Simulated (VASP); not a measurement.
# C: relaxation of shape and atoms at fixed volume with PBE+D3(BJ)

The system is C.

```xyz
2
Lattice="1.2453 0.7190 3.4772 -1.2453 0.7190 3.4772 0.0000 -1.4379 3.4772" Properties=species:S:1:pos:R:3 pbc="T T T"
C     0.0000    0.0000    8.6936
C     0.0000    0.0000    1.7379
```

```json
{
  "Program": "VASP 6.6.1",
  "Task": "relaxation of shape and atoms at fixed volume",
  "Functional": "PBE",
  "Dispersion": "D3(BJ)",
  "Potentials or basis": "VASP PAW PBE potentials, release 64 (C)",
  "Cutoff": "600 eV",
  "k mesh": "12 × 12 × 12",
  "Occupations": "gaussian, width 0.02 eV",
  "Spin": "no spin polarisation",
  "Dipole correction": "no",
  "Further INCAR settings": "ALGO = Normal; EDIFF = 1e-07; IBRION = 2; EDIFFG = -0.01; NSW = 50; ISIF = 4"
}
```

```json
{"Energy gained by relaxing": "5.5 meV/atom", "Ionic steps": "3", "Pressure after relaxing": "-1.7 GPa", "Dispersion energy per atom": "-0.147 eV"}
```

Forces on the atoms (eV/Å):
```
C    0.000  0.000 -0.003
C    0.000  0.000  0.003
```

Step by step:
```csv
step,energy change (eV),largest force (eV/Å),pressure (GPa),volume (Å³)
1,0.0000,0.0013,-8.49,18.68
2,-0.0108,0.0032,-0.52,18.68
3,-0.0111,0.0030,-1.66,18.68
```

Final structure:
```yaml
crystal:
  lattice:
    - [1.23450, 0.71274, 3.53813]
    - [-1.23450, 0.71274, 3.53813]
    - [0.00000, -1.42547, 3.53813]
  atoms:
    - { symbol: C, position: [0.83339, 0.83339, 0.83339] }
    - { symbol: C, position: [0.16661, 0.16661, 0.16661] }
```

Run time: 49 s on 1 thread of Intel(R) Xeon(R) 6975P-C (Granite Rapids), with other jobs on the host, peak memory 0.19 GiB.
